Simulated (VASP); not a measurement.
# Pt (Fm-3m) in VASP: a series of runs, part 2 of 2

VASP 6.6.1. The steps go on from the part before.

## (3) Single point, revPBE

Input file INCAR:

```
PREC = Accurate ; ENCUT = 520
EDIFF = 1E-7 ; ISMEAR = 1
SIGMA = 0.05 ; LREAL = F
LASPH = T ; NELM = 80
ALGO = Normal ; ISIF = 2
LWAVE = F ; LCHARG = F
GGA = RE ; NBANDS = 11
```

Input file KPOINTS:

```
Automatic mesh
0
Gamma
  15 15 15
```

Input file POSCAR:

```
Pt
1.0
    0.0000000000      1.9609000000      1.9609000000
    1.9609000000      0.0000000000      1.9609000000
    1.9609000000      1.9609000000      0.0000000000
Pt
1
Direct
    0.0000000000      0.0000000000      0.0000000000
```

Potentials or basis: VASP PAW PBE potentials, release 64 (Pt).

On the command line:

```console
$ cat potpaw_PBE.64/Pt/POTCAR > POTCAR
$ mpirun -np 1 vasp_std > vasp.out
```

OUTCAR:

```text
PREC = Accurate
   ENCUT = 520
   EDIFF = 1E-7
   ISMEAR = 1
   LREAL = F
   LASPH = T
   NELM = 80
   ISIF = 2
   GGA = RE

 ion  position               nearest neighbor table
   1  0.000  0.000  0.000-

  LATTYP: Found a face centered cubic cell.
 ALAT       =     3.9218000000

  Lattice vectors:

 A1 = (   0.0000000000,   1.9609000000,   1.9609000000)
 A2 = (   1.9609000000,   0.0000000000,   1.9609000000)
 A3 = (   1.9609000000,   1.9609000000,   0.0000000000)

Analysis of symmetry for initial positions (statically):
=====================================================================
 Subroutine PRICEL returns:
 Original cell was already a primitive cell.

 Routine SETGRP: Setting up the symmetry group for a
 face centered cubic supercell.

 Subroutine GETGRP returns: Found 48 space group operations
 (whereof 48 operations were pure point group operations)
 out of a pool of 48 trial point group operations.

The static configuration has the point symmetry O_h .

Analysis of symmetry for dynamics (positions and initial velocities):
=====================================================================
 Subroutine PRICEL returns:
 Original cell was already a primitive cell.

 Routine SETGRP: Setting up the symmetry group for a
 face centered cubic supercell.

 Subroutine GETGRP returns: Found 48 space group operations
 (whereof 48 operations were pure point group operations)
 out of a pool of 48 trial point group operations.

The dynamic configuration has the point symmetry O_h .

 Subroutine INISYM returns: Found 48 space group operations
 (whereof 48 operations are pure point group operations),
 and found     1 'primitive' translations

----------------------------------------------------------------------------------------

                                     Primitive cell

  volume of cell :      15.0798

  direct lattice vectors                    reciprocal lattice vectors
     0.000000000  1.960900000  1.960900000    -0.254984956  0.254984956  0.254984956
     1.960900000  0.000000000  1.960900000     0.254984956 -0.254984956  0.254984956
     1.960900000  1.960900000  0.000000000     0.254984956  0.254984956 -0.254984956

  length of vectors
     2.773131374  2.773131374  2.773131374     0.441646899  0.441646899  0.441646899

  position of ions in fractional coordinates (direct lattice)
     0.000000000  0.000000000  0.000000000

  ion indices of the primitive-cell ions
   primitive index   ion index
                 1           1

----------------------------------------------------------------------------------------

 KPOINTS: Automatic mesh

Automatic generation of k-mesh.
 Grid dimensions read from file:
 generate k-points for:   15   15   15

 Generating k-lattice:

  Cartesian coordinates                     Fractional coordinates (reciprocal lattice)
    -0.016998997  0.016998997  0.016998997     0.066666667  0.000000000  0.000000000
     0.016998997 -0.016998997  0.016998997     0.000000000  0.066666667  0.000000000
     0.016998997  0.016998997 -0.016998997     0.000000000  0.000000000  0.066666667

  Length of vectors
     0.029443127  0.029443127  0.029443127

  Shift w.r.t. Gamma in fractional coordinates (k-lattice)
     0.000000000  0.000000000  0.000000000

 Subroutine IBZKPT returns following result:
 ===========================================

 Found    120 irreducible k-points:

 Following reciprocal coordinates:
            Coordinates               Weight
  0.000000  0.000000  0.000000      1.000000
  0.066667  0.000000  0.000000      8.000000
  0.133333  0.000000  0.000000      8.000000
  0.200000  0.000000  0.000000      8.000000
  0.266667  0.000000  0.000000      8.000000
  0.333333  0.000000  0.000000      8.000000
[... 16 lines left out ...]
  0.133333  0.133333  0.000000      6.000000
  0.200000  0.133333  0.000000     24.000000
 [... further k-points ...]
   k-points           NKPTS =    120   k-points in BZ     NKDIM =    120   number of bands    NBANDS=     11
   number of dos      NEDOS =    301   number of ions     NIONS =      1
   total plane-waves  NPLWV =  13824
   dimension x,y,z NGX =    24 NGY =   24 NGZ =   24
   dimension x,y,z NGXF=    48 NGYF=   48 NGZF=   48
   ions per type =               1
   NGX,Y,Z   is equivalent  to a cutoff of  14.39, 14.39, 14.39 a.u.
   NGXF,Y,Z  is equivalent  to a cutoff of  28.78, 28.78, 28.78 a.u.
 SYSTEM =  unknown system
   PREC   = accura    normal or accurate (medium, high low for compatibility)
   ISTART =      0    job   : 0-new  1-cont  2-samecut
   ICHARG =      2    charge: 1-file 2-atom 10-const
   ISPIN  =      1    spin polarized calculation?
   LNONCOLLINEAR =      F non collinear calculations
   LSORBIT =      F    spin-orbit coupling
   LASPH  =      T    aspherical Exc in radial PAW
   ENCUT  =  520.0 eV  38.22 Ry    6.18 a.u.   5.16  5.16  5.16*2*pi/ulx,y,z
   NELM   =     80;   NELMIN=  2; NELMDL= -5     # of ELM steps
   EDIFF  = 0.1E-06   stopping-criterion for ELM
   LREAL  =      F    real-space projection
   EDIFFG = 0.1E-05   stopping-criterion for IOM
   NSW    =      0    number of steps for IOM
   IBRION =     -1    ionic relax: 0-MD 1-quasi-New 2-CG
   NFREE  =      0    steps in history (QN), initial steepest desc. (CG)
   ISIF   =      2    stress and relaxation
   ISYM   =      2    0-nonsym 1-usesym 2-fastsym
   POTIM  = 0.5000    time-step for ionic-motion
   TEBEG  =    0.0;   TEEND  =   0.0 temperature during run
   PSTRESS=    0.0 pullay stress
   NELECT =      10.0000    total number of electrons
   NUPDOWN=      -1.0000    fix difference up-down
   EMIN   =  10.00;   EMAX   =-10.00  energy-range for DOS
   EFERMI =   0.00;   METHOD = LEGACY
   ISMEAR =     1;   SIGMA  =   0.05  broadening in eV -4-tet -1-fermi 0-gaus
   EFERMI_NEDOS =   21; number of points for ismear=-14 and -15
   IALGO  =     38    algorithm
   IMIX   =      4    mixing-type and parameters
     AMIX     =   0.40;   BMIX     =  1.00
     AMIX_MAG =   1.60;   BMIX_MAG =  1.00
  volume/ion in A,a.u.               =      15.08       101.76
  Fermi-wavevector in a.u.,A,eV,Ry     =   1.427609  2.697791 27.729605  2.038068
  Thomas-Fermi vector in A             =   2.547760
   LORBIT       =      0    0 simple, 1 ext, 2 COOP (PROOUT), +10 PAW based schemes
   GGA     = RE    functional components
   LHFCALC =     F    Hartree Fock is set to
   AEXX    =    0.0000 exact exchange contribution
   IVDW    =     0    specifies the selected vdW correction
   LEPSILON=     F    determine dielectric tensor
   LRPA    =     F    only Hartree local field effects (RPA)
 non-spin polarized calculation
 Methfessel and Paxton  Order N= 1 SIGMA  =   0.05
  energy-cutoff  :      520.00
  volume of cell :       15.08
 maximum number of plane-waves:       419
 NGX is ok and might be reduce to    24
   NGX = 11   NGY = 11   NGZ = 11

 number of electron      10.0000000 magnetization

 Free energy of the ion-electron system (eV)
  ---------------------------------------------------
  ext. energy  EPLUGINS =         0.00000000
  ---------------------------------------------------
  free energy    TOTEN  =        -5.55057933 eV

  energy without entropy =       -5.55059437  energy(sigma->0) =       -5.55058434

 E-fermi :  11.3307     XC(G=0): -13.4509

 val. band max:       11.3269827404   @ k =  -0.4667   0.2667   0.0667
 cond. band min:      11.3515006210   @ k =  -0.4667   0.2000   0.0000
 fundamental gap:      0.0245178807
 Fermi energy:        11.3306831606

 k-point     1 :       0.0000    0.0000    0.0000
  band No.  band energies     occupation
      1       1.1307      2.00000
      2       7.5453      2.00000
      3       7.5453      2.00000
      4       7.5453      2.00000
      5       9.6944      2.00000
      6       9.6944      2.00000
      7      25.9458      0.00000
      8      30.9300      0.00000
      9      30.9300      0.00000
     10      30.9300      0.00000
     11      36.2659      0.00000

 k-point     2 :       0.0667    0.0000    0.0000
  band No.  band energies     occupation
      1       1.3094      2.00000
      2       7.4657      2.00000
      3       7.6160      2.00000
      4       7.6160      2.00000
      5       9.6550      2.00000
      6       9.6550      2.00000
      7      26.2238      0.00000
      8      30.0132      0.00000
      9      31.2053      0.00000
     10      31.2053      0.00000
     11      37.2676      0.00000
[... 295 lines left out ...]
 k-point    24 :       0.2000    0.1333    0.0000
  band No.  band energies     occupation
      1       2.6376      2.00000
      2       6.7126      2.00000
      3       8.1993      2.00000
      4       8.2735      2.00000
      5       8.9321      2.00000
      6      10.0735      2.00000
      7      28.0249      0.00000
      8      28.2322      0.00000
      9      30.7509      0.00000
     10      31.3686      0.00000
     11      36.5351      0.00000

 [... further k-points ...]
[... 5 lines left out ...]
  --------------------------------------------------------------------------------------
  -------------------------------------------------------------------------------------
  Total        1.1795047      1.1795047      1.1795047     -0.0000000      0.0000000      0.0000000
  in kB      125.3181378    125.3181378    125.3181378     -0.0000000      0.0000000      0.0000000
  external PRESSURE =     125.3181378 kB  Pullay stress =       0.0000000 kB

 VOLUME and BASIS-vectors are now :
 -----------------------------------------------------------------------------
  energy-cutoff  :      520.00
  volume of cell :       15.08
      direct lattice vectors                 reciprocal lattice vectors
     0.000000000  1.960900000  1.960900000    -0.254984956  0.254984956  0.254984956
     1.960900000  0.000000000  1.960900000     0.254984956 -0.254984956  0.254984956
     1.960900000  1.960900000  0.000000000     0.254984956  0.254984956 -0.254984956

 POSITION                                       TOTAL-FORCE (eV/Angst)
 -----------------------------------------------------------------------------------
      0.00000      0.00000      0.00000         0.000000     -0.000000     -0.000000
 -----------------------------------------------------------------------------------
    total drift:                               -0.000000      0.000000     -0.000000

  FREE ENERGIE OF THE ION-ELECTRON SYSTEM (eV)
  ---------------------------------------------------
  free  energy   TOTEN  =        -5.5505793313 eV

  energy  without entropy=       -5.5505943681  energy(sigma->0) =       -5.55058434
```

stdout:

```text
POSCAR found type information on POSCAR Pt
 POSCAR found :  1 types and       1 ions
 scaLAPACK will be used
 -----------------------------------------------------------------------------
|                                                                             |
|                                                                             |
|     You enforced a specific xc type in the INCAR file but a different       |
|     I HOPE YOU KNOW WHAT YOU ARE DOING!                                     |
|                                                                             |
 -----------------------------------------------------------------------------

 LDA part: xc-table for (Slater+PW92), standard interpolation
 POSCAR, INCAR and KPOINTS ok, starting setup
 FFT: planning ... GRIDC
 FFT: planning ... GRID_SOFT
 FFT: planning ... GRID
 WAVECAR not read
 entering main loop
```

Run time: 6.2 s. Hardware: 1 thread of Intel Xeon 6975P-C (Granite Rapids), shared host; peak memory 0.15 GiB.

Results:

```
Free energy            : -5.5506 eV
Pressure               : 12.5 GPa
Band gap on the k mesh : zero (band 5 reaches 11.77 eV, above the bottom of band 6 at 9.59 eV)
```

Levels at points of the mesh, in eV from the Fermi level:
| k point | band 3 | band 4 | band 5 | band 6 | band 7 | band 8 |
| --- | --- | --- | --- | --- | --- | --- |
| (0.00, 0.00, 0.00) | -3.79 | -3.79 | -1.64 | -1.64 | 14.62 | 19.60 |

Caveat: the PAW data sets were made with another functional, which shifts forces and pressure a little; spin-orbit coupling is left out, which moves the levels of the heavy elements.

## (4) Single point, LDA

Input file INCAR:

```
SYSTEM = Pt
PREC = Accurate ; ENCUT = 520
EDIFF = 1E-6 ; ISMEAR = 1
SIGMA = 0.05 ; LREAL = .False.
LASPH = .True. ; NELM = 100
ALGO = Normal ; ISIF = 2
LWAVE = .False. ; LCHARG = .True.
LELF = .True. ; LVHAR = .True.
NBANDS = 11
```

Input file KPOINTS:

```
Automatic mesh
0
Gamma
  15 15 15
  0 0 0
```

POSCAR is that of step 3.

Potentials or basis: VASP PAW LDA potentials, release 64 (Pt).

On the command line:

```console
$ cat potpaw_LDA.64/Pt/POTCAR > POTCAR
$ mpirun -np 1 vasp_std > vasp.out
```

Wall time 5.8 s (1 thread of Intel Xeon 6975P-C (Granite Rapids), shared host); peak memory 0.14 GiB.

It converged, with:

```
Free energy            : -7.5002 eV
Pressure               : -5.6 GPa
Band gap on the k mesh : zero (band 5 reaches 11.58 eV, above the bottom of band 6 at 9.41 eV)
```

Levels at points of the mesh, in eV from the Fermi level:
```csv
k point,band 1,band 2,band 3,band 4,band 5,band 6,band 7,band 8,band 9,band 10
"(0.00, 0.00, 0.00)",-10.26,-3.83,-3.83,-3.83,-1.63,-1.63,14.61,19.53,19.53,19.53
```

Caveat: spin-orbit coupling is left out, which moves the levels of the heavy elements.

## (5) Single point, RPBE

Input file INCAR:

```
SYSTEM = Pt
PREC = Accurate ; ENCUT = 520
EDIFF = 1E-6 ; ISMEAR = 1
SIGMA = 0.05 ; LREAL = .FALSE.
LASPH = .TRUE. ; NELM = 60
ALGO = Normal ; ISIF = 2
LWAVE = .FALSE. ; LCHARG = .FALSE.
GGA = RP ; NBANDS = 11
```

Input file KPOINTS:

```
Automatic mesh
0
G
  15 15 15
  0 0 0
```

POSCAR is that of step 4.

Potentials or basis: VASP PAW PBE potentials, release 64 (Pt).

On the command line:

```console
$ cat potpaw_PBE.64/Pt/POTCAR > POTCAR
$ mpirun -np 1 vasp_std > vasp.out
```

OUTCAR:

```text
SYSTEM = Pt
   PREC = Accurate
   ENCUT = 520
   EDIFF = 1E-6
   ISMEAR = 1
   LREAL = .FALSE.
   LASPH = .TRUE.
   NELM = 60
   ISIF = 2
   GGA = RP

 ion  position               nearest neighbor table
   1  0.000  0.000  0.000-

  LATTYP: Found a face centered cubic cell.
 ALAT       =     3.9218000000

  Lattice vectors:

 A1 = (   0.0000000000,   1.9609000000,   1.9609000000)
 A2 = (   1.9609000000,   0.0000000000,   1.9609000000)
 A3 = (   1.9609000000,   1.9609000000,   0.0000000000)

Analysis of symmetry for initial positions (statically):
=====================================================================
 Subroutine PRICEL returns:
 Original cell was already a primitive cell.

 Routine SETGRP: Setting up the symmetry group for a
 face centered cubic supercell.

 Subroutine GETGRP returns: Found 48 space group operations
 (whereof 48 operations were pure point group operations)
 out of a pool of 48 trial point group operations.

The static configuration has the point symmetry O_h .

Analysis of symmetry for dynamics (positions and initial velocities):
=====================================================================
 Subroutine PRICEL returns:
 Original cell was already a primitive cell.

 Routine SETGRP: Setting up the symmetry group for a
 face centered cubic supercell.

 Subroutine GETGRP returns: Found 48 space group operations
 (whereof 48 operations were pure point group operations)
 out of a pool of 48 trial point group operations.

The dynamic configuration has the point symmetry O_h .

 Subroutine INISYM returns: Found 48 space group operations
 (whereof 48 operations are pure point group operations),
 and found     1 'primitive' translations

----------------------------------------------------------------------------------------

                                     Primitive cell

  volume of cell :      15.0798

[... 107 lines left out ...]
  volume/ion in A,a.u.               =      15.08       101.76
  Fermi-wavevector in a.u.,A,eV,Ry     =   1.427609  2.697791 27.729605  2.038068
  Thomas-Fermi vector in A             =   2.547760
   LORBIT       =      0    0 simple, 1 ext, 2 COOP (PROOUT), +10 PAW based schemes
   GGA     = RP    functional components
   LHFCALC =     F    Hartree Fock is set to
   AEXX    =    0.0000 exact exchange contribution
   IVDW    =     0    specifies the selected vdW correction
   LEPSILON=     F    determine dielectric tensor
   LRPA    =     F    only Hartree local field effects (RPA)
 non-spin polarized calculation
 Methfessel and Paxton  Order N= 1 SIGMA  =   0.05
  energy-cutoff  :      520.00
  volume of cell :       15.08
 maximum number of plane-waves:       419
 NGX is ok and might be reduce to    24
   NGX = 11   NGY = 11   NGZ = 11

 number of electron      10.0000000 magnetization

 Free energy of the ion-electron system (eV)
  ---------------------------------------------------
  ext. energy  EPLUGINS =         0.00000000
  ---------------------------------------------------
  free energy    TOTEN  =        -5.42531973 eV

  energy without entropy =       -5.42532916  energy(sigma->0) =       -5.42532287

 E-fermi :  11.3529     XC(G=0): -13.4352

 val. band max:       11.3492606643   @ k =  -0.4667   0.2667   0.0667
 cond. band min:      11.3736472867   @ k =  -0.4667   0.2000   0.0000
 fundamental gap:      0.0243866224
 Fermi energy:        11.3528929202

 k-point     1 :       0.0000    0.0000    0.0000
  band No.  band energies     occupation
      1       1.1632      2.00000
      2       7.5704      2.00000
      3       7.5704      2.00000
      4       7.5704      2.00000
      5       9.7165      2.00000
      6       9.7165      2.00000
      7      25.9624      0.00000
      8      30.9527      0.00000
      9      30.9527      0.00000
     10      30.9527      0.00000
     11      36.2859      0.00000
[... 309 lines left out ...]
 k-point    24 :       0.2000    0.1333    0.0000
  band No.  band energies     occupation
      1       2.6699      2.00000
      2       6.7379      2.00000
      3       8.2239      2.00000
      4       8.2983      2.00000
      5       8.9553      2.00000
      6      10.0954      2.00000
      7      28.0455      0.00000
      8      28.2509      0.00000
      9      30.7772      0.00000
     10      31.3925      0.00000
     11      36.5662      0.00000

 [... further k-points ...]
[... 5 lines left out ...]
  --------------------------------------------------------------------------------------
  -------------------------------------------------------------------------------------
  Total        1.2926702      1.2926702      1.2926702      0.0000000      0.0000000      0.0000000
  in kB      137.3415623    137.3415623    137.3415623      0.0000000      0.0000000      0.0000000
  external PRESSURE =     137.3415623 kB  Pullay stress =       0.0000000 kB

 VOLUME and BASIS-vectors are now :
 -----------------------------------------------------------------------------
  energy-cutoff  :      520.00
  volume of cell :       15.08
      direct lattice vectors                 reciprocal lattice vectors
     0.000000000  1.960900000  1.960900000    -0.254984956  0.254984956  0.254984956
     1.960900000  0.000000000  1.960900000     0.254984956 -0.254984956  0.254984956
     1.960900000  1.960900000  0.000000000     0.254984956  0.254984956 -0.254984956

 POSITION                                       TOTAL-FORCE (eV/Angst)
 -----------------------------------------------------------------------------------
      0.00000      0.00000      0.00000         0.000000     -0.000000      0.000000
 -----------------------------------------------------------------------------------
    total drift:                               -0.000000      0.000000     -0.000000

  FREE ENERGIE OF THE ION-ELECTRON SYSTEM (eV)
  ---------------------------------------------------
  free  energy   TOTEN  =        -5.4253197265 eV

  energy  without entropy=       -5.4253291646  energy(sigma->0) =       -5.42532287
```

Wall time 6.2 s (1 thread of Intel Xeon 6975P-C (Granite Rapids), shared host); peak memory 0.15 GiB.

What came out:

| Property | Result |
| --- | --- |
| Free energy | -5.4253 eV |
| Pressure | 13.7 GPa |
| Band gap on the k mesh | zero (band 5 reaches 11.79 eV, above the bottom of band 6 at 9.61 eV) |

Caveat: the PAW data sets were made with another functional, which shifts forces and pressure a little; spin-orbit coupling is left out, which moves the levels of the heavy elements.

## (6) Overview

```tsv
level	potentials or basis	gap on the mesh (eV)	pressure (GPa)
PBEsol	VASP PAW PBE potentials, release 64 (Pt)	none	-1.2
revPBE	VASP PAW PBE potentials, release 64 (Pt)	none	12.5
LDA	VASP PAW LDA potentials, release 64 (Pt)	none	-5.6
RPBE	VASP PAW PBE potentials, release 64 (Pt)	none	13.7
```

Alike in all rows: task single point; no spin polarisation; cell as given; k mesh 15 × 15 × 15; cutoff (eV) 520; smearing methfessel-paxton 0.05 eV.

Caveats: spin-orbit coupling is left out, which moves the levels of the heavy elements; the PAW data sets were made with another functional, which shifts forces and pressure a little (some runs).

Total energies depend on the potentials used, so only differences within one code and one set of settings carry meaning.
